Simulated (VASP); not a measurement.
Input of a VASP 6.6.1 run:

The input INCAR:

```
SYSTEM = Te
PREC = Accurate
ENCUT = 600
EDIFF = 1E-7
ISMEAR = -1
SIGMA = 0.05
LREAL = .False.
LASPH = .True.
NELM = 60
ALGO = Normal
ISIF = 3
LWAVE = .False.
LCHARG = .False.
GGA = CA
IBRION = 2
NSW = 60
EDIFFG = -0.03
```

Contents of KPOINTS:

```
Automatic mesh
0
Gamma
  12 12 8
  0 0 0
```

File POSCAR:

```
Te
1.0
    4.4540000000      0.0000000000      0.0000000000
   -2.2270000000      3.8572770000      0.0000000000
    0.0000000000      0.0000000000      5.9240000000
Te
3
Direct
    0.2690000000      0.0000000000      0.3333333333
    0.0000000000      0.2690000000      0.6666666667
    0.7310000000      0.7310000000      0.0000000000
```

Potentials or basis: VASP PAW LDA potentials, release 64 (Te).

Run with:

```bash
$ cat potpaw_LDA.64/Te/POTCAR > POTCAR
$ mpirun -np 1 vasp_std > vasp.out
```

(1) What does it give for the space group after relaxing (to 0.1 Å)?

(2) Predict the band gap on the k mesh.

Answers

(1) P3_121 (No. 152).

(2) zero (filled and empty bands touch).

Caveat: spin-orbit coupling is left out, which moves the levels of the heavy elements.
